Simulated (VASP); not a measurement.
**Au: single point with PBEsol**

Au:

```
Au
1.0
     0.00000    2.94992    2.94992
     2.94992    0.00000    2.94992
     2.94992    2.94992    0.00000
Au
2
Direct
  0.00000 0.00000 0.00000
  0.25000 0.25000 0.25000
```

```json
{
  "Program": "VASP 6.6.1",
  "Task": "single point",
  "Functional": "PBEsol",
  "Potentials or basis": "VASP PAW PBE potentials, release 64 (Au)",
  "Cutoff": "520 eV",
  "k mesh": "8 × 8 × 8",
  "Occupations": "gaussian, width 0.05 eV",
  "Spin": "no spin polarisation",
  "Dipole correction": "no",
  "Further INCAR settings": "ALGO = Normal; EDIFF = 1e-06; NBANDS = 18"
}
```

```yaml
Pressure: 4.9 GPa
Band_gap_on_the_k_mesh: zero (band 11 reaches 4.21 eV, above the bottom of band 12 at 3.57 eV)
```

Levels at points of the mesh, in eV from the Fermi level:
| k point | band 7 | band 8 | band 9 | band 10 | band 11 | band 12 | band 13 | band 14 | band 15 | band 16 |
| --- | --- | --- | --- | --- | --- | --- | --- | --- | --- | --- |
| (0.00, 0.00, 0.00) | -2.52 | -2.52 | -2.52 | -1.24 | -1.24 | 9.44 | 10.06 | 10.35 | 10.35 | 10.35 |
| (0.50, 0.00, 0.00) | -2.19 | -2.19 | -1.44 | -1.44 | -1.29 | -0.29 | 7.15 | 7.15 | 9.72 | 9.77 |
| (0.50, 0.50, 0.00) | -3.05 | -3.05 | -1.24 | -1.24 | 0.34 | 0.34 | 3.66 | 3.66 | 8.40 | 8.40 |

Wall time 22 s on 1 thread of Intel Xeon 6975P-C (shared host), peak memory 0.18 GiB.

Caveat: the PAW data sets were made with another functional, which shifts forces and pressure a little; spin-orbit coupling is left out, which moves the levels of the heavy elements.
